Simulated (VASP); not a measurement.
# Zn2CdSe3 (P6/mmm) in VASP: relaxation of cell and atoms with PBE

Aim: the relaxation of cell and atoms of Zn2CdSe3 with PBE.

Program: VASP 6.6.1. These are calculated values, not measurements. Logs are shortened: lines on timing, memory, paths and dates and some standing lists are left out, and cuts for length are marked.

## 1. The cell of the first run

The structure is hexagonal, space group P6/mmm (No. 191). Conventional cell: a = 4.723 Å, b = 4.723 Å, c = 10.140 Å, α = 90.00°, β = 90.00°, γ = 120.00°. Zn (site symmetry -6m2) has 3 Zn at 2.73 Å and 3 Cd at 2.73 Å within 3.6 Å. Cd (site symmetry 6/mmm) has 2 Se at 2.69 Å and 6 Zn at 2.73 Å within 3.5 Å. Se (site symmetry 6mm) has 1 Se at 2.38 Å and 1 Cd at 2.69 Å within 3.1 Å. Se (site symmetry 6/mmm) has 2 Se at 2.38 Å within 3.1 Å.

The cell was built from a structure type or drawn by symmetry, and may not be a known phase.

## 2. Relaxation of cell and atoms, PBE

Input file INCAR:

```
SYSTEM = Zn2CdSe3
  PREC = Accurate
  ENCUT = 500
  EDIFF = 1E-7
  ISMEAR = 0
  SIGMA = 0.1
  LREAL = .FALSE.
  LASPH = .TRUE.
  NELM = 120
  ALGO = Normal
  ISIF = 3
  LWAVE = .FALSE.
  LCHARG = .FALSE.
  GGA = PE
  IBRION = 2
  NSW = 100
  EDIFFG = -0.01
  GGA_COMPAT = .FALSE.
  NELMIN = 4
```

Input file KPOINTS:

```
regular mesh
0
G
  12 12 4
  0 0 0
```

Input file POSCAR:

```
Zn2CdSe3
1.0
    4.7231395302      0.0000000000      0.0000000000
   -2.3615697651      4.0903588187      0.0000000000
    0.0000000000      0.0000000000     10.1400283455
Zn Cd Se
2 1 3
Direct
    0.3333333333      0.6666666667      0.5000000000
    0.6666666667      0.3333333333      0.5000000000
    0.0000000000      0.0000000000      0.5000000000
    0.0000000000      0.0000000000      0.7651437742
    0.0000000000      0.0000000000      0.2348562258
    0.0000000000      0.0000000000      0.0000000000
```

Potentials or basis: VASP PAW PBE potentials, release 64 (Zn, Cd, Se).

On the command line:

```console
$ cat potpaw_PBE.64/Zn/POTCAR potpaw_PBE.64/Cd/POTCAR potpaw_PBE.64/Se/POTCAR > POTCAR
$ mpirun -np 1 vasp_std > vasp.out
```

OUTCAR:

```text
SYSTEM = Zn2CdSe3
   PREC = Accurate
   ENCUT = 500
   EDIFF = 1E-7
   ISMEAR = 0
   LREAL = .FALSE.
   LASPH = .TRUE.
   NELM = 120
   ISIF = 3
   GGA = PE
   IBRION = 2
   NSW = 100
   EDIFFG = -0.01
   NELMIN = 4

 ion  position               nearest neighbor table
   1  0.333  0.667  0.500-   2 2.73   3 2.73   2 2.73   3 2.73   3 2.73   2 2.73
   2  0.667  0.333  0.500-   1 2.73   3 2.73   1 2.73   3 2.73   3 2.73   1 2.73
   3  0.000  0.000  0.500-   4 2.69   5 2.69   1 2.73   2 2.73   1 2.73   2 2.73   2 2.73   1 2.73

   4  0.000  0.000  0.765-   6 2.38   3 2.69
   5  0.000  0.000  0.235-   6 2.38   3 2.69
   6  0.000  0.000  0.000-   4 2.38   5 2.38

  LATTYP: Found a hexagonal cell.
 ALAT       =     4.7231395302
 C/A-ratio  =     2.1468830808

  Lattice vectors:

 A1 = (   4.7231395302,   0.0000000000,   0.0000000000)
 A2 = (  -2.3615697651,   4.0903588187,   0.0000000000)
 A3 = (   0.0000000000,   0.0000000000,  10.1400283455)

Analysis of symmetry for initial positions (statically):
=====================================================================
 Subroutine PRICEL returns:
 Original cell was already a primitive cell.

 Routine SETGRP: Setting up the symmetry group for a
 hexagonal supercell.

 Subroutine GETGRP returns: Found 24 space group operations
 (whereof 24 operations were pure point group operations)
 out of a pool of 24 trial point group operations.

The static configuration has the point symmetry D_6h.

Analysis of symmetry for dynamics (positions and initial velocities):
=====================================================================
 Subroutine PRICEL returns:
 Original cell was already a primitive cell.

 Routine SETGRP: Setting up the symmetry group for a
 hexagonal supercell.

 Subroutine GETGRP returns: Found 24 space group operations
 (whereof 24 operations were pure point group operations)
 out of a pool of 24 trial point group operations.

The dynamic configuration has the point symmetry D_6h.

 Subroutine INISYM returns: Found 24 space group operations
 (whereof 24 operations are pure point group operations),
 and found     1 'primitive' translations

----------------------------------------------------------------------------------------

                                     Primitive cell

  volume of cell :     195.8986

  direct lattice vectors                    reciprocal lattice vectors
     4.723139530  0.000000000  0.000000000     0.211723578  0.122238665  0.000000000
    -2.361569765  4.090358819  0.000000000     0.000000000  0.244477329  0.000000000
     0.000000000  0.000000000 10.140028345     0.000000000  0.000000000  0.098619054

  length of vectors
     4.723139530  4.723139530 10.140028345     0.244477329  0.244477329  0.098619054

  position of ions in fractional coordinates (direct lattice)
     0.333333333  0.666666667  0.500000000
     0.666666667  0.333333333  0.500000000
     0.000000000  0.000000000  0.500000000
     0.000000000  0.000000000  0.765143774
     0.000000000  0.000000000  0.234856226
     0.000000000  0.000000000  0.000000000

  ion indices of the primitive-cell ions
   primitive index   ion index
                 1           1
                 2           2
                 3           3
                 4           4
                 5           5
                 6           6

----------------------------------------------------------------------------------------

 KPOINTS: regular mesh

Automatic generation of k-mesh.
 Grid dimensions read from file:
 generate k-points for:   12   12    4

 Generating k-lattice:

  Cartesian coordinates                     Fractional coordinates (reciprocal lattice)
     0.017643631  0.010186555  0.000000000     0.083333333  0.000000000  0.000000000
     0.000000000  0.020373111  0.000000000     0.000000000  0.083333333  0.000000000
     0.000000000  0.000000000  0.024654763     0.000000000  0.000000000  0.250000000

  Length of vectors
     0.020373111  0.020373111  0.024654763

  Shift w.r.t. Gamma in fractional coordinates (k-lattice)
     0.000000000  0.000000000  0.000000000

 Subroutine IBZKPT returns following result:
 ===========================================

 Found     57 irreducible k-points:

 Following reciprocal coordinates:
            Coordinates               Weight
  0.000000  0.000000  0.000000      1.000000
  0.083333  0.000000  0.000000      6.000000
  0.166667  0.000000  0.000000      6.000000
  0.250000  0.000000  0.000000      6.000000
  0.333333 -0.000000  0.000000      6.000000
  0.416667 -0.000000  0.000000      6.000000
[... 16 lines left out ...]
  0.250000  0.000000  0.250000     12.000000
  0.333333 -0.000000  0.250000     12.000000
 [... further k-points ...]
   k-points           NKPTS =     57   k-points in BZ     NKDIM =     57   number of bands    NBANDS=     32
   number of dos      NEDOS =    301   number of ions     NIONS =      6
   total plane-waves  NPLWV = 103680
   dimension x,y,z NGX =    36 NGY =   36 NGZ =   80
   dimension x,y,z NGXF=    72 NGYF=   72 NGZF=  160
   ions per type =               2   1   3
   NGX,Y,Z   is equivalent  to a cutoff of  12.67, 12.67, 13.12 a.u.
   NGXF,Y,Z  is equivalent  to a cutoff of  25.34, 25.34, 26.23 a.u.
 SYSTEM =  Zn2CdSe3
   PREC   = accura    normal or accurate (medium, high low for compatibility)
   ISTART =      0    job   : 0-new  1-cont  2-samecut
   ICHARG =      2    charge: 1-file 2-atom 10-const
   ISPIN  =      1    spin polarized calculation?
   LNONCOLLINEAR =      F non collinear calculations
   LSORBIT =      F    spin-orbit coupling
   LASPH  =      T    aspherical Exc in radial PAW
   ENCUT  =  500.0 eV  36.75 Ry    6.06 a.u.   8.61  8.61 18.49*2*pi/ulx,y,z
   NELM   =    120;   NELMIN=  4; NELMDL= -5     # of ELM steps
   EDIFF  = 0.1E-06   stopping-criterion for ELM
   LREAL  =      F    real-space projection
   EDIFFG = -.1E-01   stopping-criterion for IOM
   NSW    =    100    number of steps for IOM
   IBRION =      2    ionic relax: 0-MD 1-quasi-New 2-CG
   NFREE  =      1    steps in history (QN), initial steepest desc. (CG)
   ISIF   =      3    stress and relaxation
   ISYM   =      2    0-nonsym 1-usesym 2-fastsym
   POTIM  = 0.5000    time-step for ionic-motion
   TEBEG  =    0.0;   TEEND  =   0.0 temperature during run
   PSTRESS=    0.0 pullay stress
   NELECT =      54.0000    total number of electrons
   NUPDOWN=      -1.0000    fix difference up-down
   EMIN   =  10.00;   EMAX   =-10.00  energy-range for DOS
   EFERMI =   0.00;   METHOD = LEGACY
   ISMEAR =     0;   SIGMA  =   0.10  broadening in eV -4-tet -1-fermi 0-gaus
   EFERMI_NEDOS =   21; number of points for ismear=-14 and -15
   IALGO  =     38    algorithm
   IMIX   =      4    mixing-type and parameters
     AMIX     =   0.40;   BMIX     =  1.00
     AMIX_MAG =   1.60;   BMIX_MAG =  1.00
  volume/ion in A,a.u.               =      32.65       220.33
  Fermi-wavevector in a.u.,A,eV,Ry     =   1.065440  2.013390 15.444820  1.135162
  Thomas-Fermi vector in A             =   2.200992
   LORBIT       =      0    0 simple, 1 ext, 2 COOP (PROOUT), +10 PAW based schemes
   GGA     = PE    functional components
   LHFCALC =     F    Hartree Fock is set to
   AEXX    =    0.0000 exact exchange contribution
   IVDW    =     0    specifies the selected vdW correction
   LEPSILON=     F    determine dielectric tensor
   LRPA    =     F    only Hartree local field effects (RPA)
 conjugate gradient relaxation of ions
 non-spin polarized calculation
 Gauss-broadening in eV      SIGMA  =   0.10
  energy-cutoff  :      500.00
  volume of cell :      195.90
 maximum number of plane-waves:      5000
 NGX is ok and might be reduce to    36
   NGX = 17   NGY = 17   NGZ = 37

--------------------------------------- Ionic step        1  -------------------------------------------

 number of electron      53.9999966 magnetization

 Free energy of the ion-electron system (eV)
  ---------------------------------------------------
  ext. energy  EPLUGINS =         0.00000000
  ---------------------------------------------------
  free energy    TOTEN  =       -11.23909198 eV

  energy without entropy =      -11.21688709  energy(sigma->0) =      -11.22798954

 E-fermi :   0.0116     XC(G=0):  -7.8239

 val. band max:        0.0067767590   @ k =   0.3333   0.3333   0.2500
 cond. band min:       0.0193367670   @ k =   0.5000   0.0000   0.0000
 fundamental gap:      0.0125600080
 Fermi energy:         0.0115807705

 k-point     1 :       0.0000    0.0000    0.0000
  band No.  band energies     occupation
      1     -14.1334      2.00000
      2     -12.5752      2.00000
      3     -11.0119      2.00000
      4      -9.2222      2.00000
      5      -8.9514      2.00000
      6      -8.9514      2.00000
[... 829 lines left out ...]
     31       2.7343      0.00000
     32       4.4267      0.00000

 [... further k-points ...]

------------------------ aborting loop because EDIFF is reached ----------------------------------------

  FORCE on cell =-STRESS in cart. coord.  units (eV):
  Direction    XX          YY          ZZ          XY          YZ          ZX
  --------------------------------------------------------------------------------------
  -------------------------------------------------------------------------------------
  Total       -0.1847610     -0.1847610      1.3518378     -0.0000000     -0.0000000      0.0000000
  in kB       -1.5110873     -1.5110873     11.0561471     -0.0000000     -0.0000000      0.0000000
  external PRESSURE =       2.6779908 kB  Pullay stress =       0.0000000 kB
[... 265 lines left out ...]
  energy  without entropy=      -11.2301310546  energy(sigma->0) =      -11.24172174

--------------------------------------- Ionic step        8  -------------------------------------------

 number of electron      53.9999959 magnetization

 Free energy of the ion-electron system (eV)
  ---------------------------------------------------
  ext. energy  EPLUGINS =         0.00000000
  ---------------------------------------------------
  free energy    TOTEN  =       -11.25332616 eV

  energy without entropy =      -11.23017290  energy(sigma->0) =      -11.24174953

 E-fermi :  -0.0145     XC(G=0):  -7.8252

 val. band max:       -0.0178235739   @ k =   0.2500   0.0833   0.5000
 cond. band min:      -0.0121325330   @ k =   0.1667   0.0000   0.0000
 fundamental gap:      0.0056910409
 Fermi energy:        -0.0145243779

 k-point     1 :       0.0000    0.0000    0.0000
  band No.  band energies     occupation
      1     -14.1564      2.00000
      2     -12.5582      2.00000
      3     -10.9309      2.00000
      4      -9.2567      2.00000
      5      -8.9606      2.00000
      6      -8.9606      2.00000
[... 829 lines left out ...]
     31       2.6272      0.00000
     32       4.3727      0.00000

 [... further k-points ...]

------------------------ aborting loop because EDIFF is reached ----------------------------------------

  FORCE on cell =-STRESS in cart. coord.  units (eV):
  Direction    XX          YY          ZZ          XY          YZ          ZX
  --------------------------------------------------------------------------------------
  -------------------------------------------------------------------------------------
  Total       -0.0117392     -0.0117392      0.0001596     -0.0000000      0.0000000      0.0000000
  in kB       -0.0958060     -0.0958060      0.0013025     -0.0000000      0.0000000      0.0000000
  external PRESSURE =      -0.0634365 kB  Pullay stress =       0.0000000 kB
[... 21 lines left out ...]
  FREE ENERGIE OF THE ION-ELECTRON SYSTEM (eV)
  ---------------------------------------------------
  free  energy   TOTEN  =       -11.2533261618 eV

  energy  without entropy=      -11.2301729035  energy(sigma->0) =      -11.24174953

 reached required accuracy - stopping structural energy minimisation
```

Wall time 13 min (1 thread of Intel Xeon 6975P-C (Granite Rapids), shared host); peak memory 0.56 GiB.

What came out:

- Free energy: -11.2533 eV
- Relaxed volume: 32.72 Å³/atom
- Relaxed cell: a = 4.698 Å, b = 4.698 Å, c = 10.270 Å, α = 90.00°, β = 90.00°, γ = 120.00°
- Space group after relaxing (to 0.1 Å): P6/mmm (No. 191)
- Energy gained by relaxing: 2.4 meV/atom
- Ionic steps: 8
- Pressure after relaxing: 0.0 GPa
- Largest force after relaxing: 0.004 eV/Å
- Band gap on the k mesh: zero (bands 27 and 28 overlap by 0.93 eV)

Forces on the atoms (eV/Å):
```
Zn   0.000  0.000  0.000
Zn   0.000  0.000  0.000
Cd   0.000  0.000  0.000
Se   0.000  0.000 -0.004
Se   0.000  0.000  0.004
Se   0.000  0.000  0.000
```

Step by step:
```tsv
step	energy change (eV)	largest force (eV/Å)	pressure (GPa)	volume (Å³)
1	0.0000	0.1599	0.27	195.90
2	-0.0082	0.2318	-0.23	197.44
3	-0.0082	0.2277	-0.20	197.35
4	-0.0130	0.0975	-0.09	196.76
5	-0.0142	0.0044	0.01	196.31
6	-0.0142	0.0091	0.02	196.29
7	-0.0142	0.0002	-0.02	196.34
8	-0.0142	0.0038	-0.01	196.32
```

Final structure:
```yaml
crystal:
  lattice:
    - [4.69815, 0.00000, 0.00000]
    - [-2.34907, 4.06871, 0.00000]
    - [0.00000, 0.00000, 10.27009]
  atoms:
    - { symbol: Zn, position: [0.33333, 0.66667, 0.50000] }
    - { symbol: Zn, position: [0.66667, 0.33333, 0.50000] }
    - { symbol: Cd, position: [0.00000, 0.00000, 0.50000] }
    - { symbol: Se, position: [0.00000, 0.00000, 0.76833] }
    - { symbol: Se, position: [0.00000, 0.00000, 0.23167] }
    - { symbol: Se, position: [0.00000, 0.00000, 0.00000] }
```

Levels at points of the mesh, in eV from the Fermi level:
```
           k point  band 24  band 25  band 26  band 27  band 28  band 29  band 30  band 31
(0.00, 0.00, 0.00)    -0.86    -0.19     0.25     0.25     0.61     2.52     2.72     2.72
(0.50, 0.00, 0.00)    -1.94    -1.07    -0.88    -0.16    -0.02     0.85     2.27     2.47
(0.00, 0.00, 0.50)    -1.03    -1.03     0.48     0.48     1.94     2.52     2.72     2.72
(0.50, 0.00, 0.50)    -1.64    -1.43    -1.39    -0.54     0.08     0.30     1.21     3.44
```
